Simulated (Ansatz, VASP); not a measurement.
## One calculation of MgS, two programs

```
S Mg
1.0
     4.08772    0.00000    0.00000
    -2.04386    3.54007    0.00000
     0.00000    0.00000    6.51694
S Mg
2 2
Direct
  0.66667 0.33333 0.87924
  0.33333 0.66667 0.37924
  0.33333 0.66667 0.99575
  0.66667 0.33333 0.49575
```

Change from the starting cell: volume scaled by 1.04.

Alike in both runs: task single point; functional LDA; k mesh 8 × 8 × 4; occupations fermi-dirac, width 0.05 eV; no spin polarisation.

```csv
,VASP,Ansatz
version,VASP 6.6.1,Ansatz 0.2.0
potentials or method,"VASP PAW LDA potentials, release 64 (S, Mg), cutoff 520 eV","all-electron LAPW, scalar-relativistic"
```

Ansatz gave:

```
gap on the k mesh at the Fermi level (eV) : 2.96
least direct gap on the mesh (eV)         : 2.96
pressure (GPa)                            : -4.0
rms of the force components (eV/Å)        : 0.032
```

Estimate VASP's values.

gap on the k mesh at the Fermi level (eV): 2.97; least direct gap on the mesh (eV): 2.97; pressure (GPa): -4.3; rms of the force components (eV/Å): 0.033.

LDA's correlation is that of Perdew and Zunger in VASP and of Perdew and Wang (1992) in Ansatz. Atom by atom the forces differ by 0.001 eV/Å (rms over components). Ansatz ran all-electron here, and VASP with PAW potentials.
